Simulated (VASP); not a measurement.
Runs of VASP 6.6.1 on Co. The structure is that of space group Pm-3m (No. 221), or close to it. The cells are those of the table. 

| task | spin | cell | k mesh | cutoff (eV) | gap on the mesh (eV) | pressure (GPa) | moment (μB) |
| --- | --- | --- | --- | --- | --- | --- | --- |
| single point | off | a = 2.190 Å, 1 atom | 16 × 16 × 16 | 520 | none | 20.5 | - |
| single point | off | a = 2.252 Å, 1 atom | 16 × 16 × 16 | 520 | none | 0.3 | - |
| single point | non-collinear, zero start, SOC | a = 2.252 Å, 1 atom | 14 × 14 × 14 | 520 | - | 0.2 | 0.00 |
| single point | collinear, ferromagnetic start | a = 2.327 Å, 1 atom | 7 × 7 × 7 | 520 | none | -0.9 | (a) |
| single point | off | a = 2.252 Å, 1 atom | 23 × 23 × 23 | 520 | none | -0.3 | - |
| single point | off | a = 2.282 Å, 1 atom | 16 × 16 × 16 | 520 | none | -7.1 | - |
| single point | off | a = 2.222 Å, 1 atom | 16 × 16 × 16 | 520 | none | (b) | - |
| single point | off | a = 2.252 Å, 1 atom | 14 × 14 × 14 | 520 | none | -0.3 | - |
| single point | off | a = 2.311 Å, 1 atom | 16 × 16 × 16 | 520 | none | -12.8 | - |
| single point | off | a = 2.339 Å, 1 atom | 16 × 16 × 16 | 520 | none | -17.5 | - |
| single point | off | a = 2.158 Å, 1 atom | 16 × 16 × 16 | 520 | none | 35.8 | - |
| relaxation of cell and atoms | off | relaxed from a = 2.287 Å, 1 atom | 14 × 14 × 14 | 600 | none | -0.1 | - |

Alike in all rows: level r2SCAN; potentials or basis VASP PAW PBE potentials, release 64 (Co); smearing fermi-dirac 0.1 eV.

Task: Fill in the values left out.

Result: (a) 1.99; (b) 8.9.

Caveats: some runs use coarse meshes; the PAW data sets were made with another functional, which shifts forces and pressure a little.

A gap of «none» marks levels without a gap at the run's occupations.
